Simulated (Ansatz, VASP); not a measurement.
CdF2, level by level in two programs

```
Cd F
1.0
     0.00000    2.67592    2.67592
     2.67592    0.00000    2.67592
     2.67592    2.67592    0.00000
Cd F
1 2
Cartesian
  0.0000 0.0000 0.0000
  4.0139 4.0139 4.0139
  1.3380 1.3380 1.3380
```

Single points on this cell with VASP 6.6.1 and Ansatz 0.2.0. Each row is one pair of runs. Alike in all rows: spin: off; k mesh: 9 × 9 × 9; smearing: fermi-dirac, width 0.05 eV.

```csv
level,"VASP's potentials, cutoff","Ansatz's potentials, cutoff","gap on the k mesh at the Fermi level (eV), VASP","gap on the k mesh at the Fermi level (eV), Ansatz","least direct gap on the mesh (eV), VASP","least direct gap on the mesh (eV), Ansatz","pressure (GPa), VASP","pressure (GPa), Ansatz"
LDA,"VASP PAW LDA potentials, release 64 (Cd_sv_GW, F), 700 eV","Ansatz PAW, 420 eV",2.92,2.91,3.34,3.33,-3.8,-3.6
PBE,"VASP PAW PBE potentials, release 64 (Cd_sv_GW, F), 700 eV","Ansatz PAW, 420 eV",3.19,3.20,3.64,3.65,7.5,8.0
r2SCAN,"VASP PAW PBE potentials, release 64 (Cd_sv_GW, F), 770 eV","Ansatz PAW, 500 eV",3.89,3.90,4.35,4.35,2.0,2.4
```

Gap on the k mesh at the fermi level (eV): the two programs differ by at most 0.011; least direct gap on the mesh (eV): the two programs differ by at most 0.01; pressure (GPa): the two programs differ by at most 0.44.

Noted on Ansatz's runs: odd divisions of the mesh miss points on the zone boundary, where band edges often lie, so the gap on the mesh can be too wide.
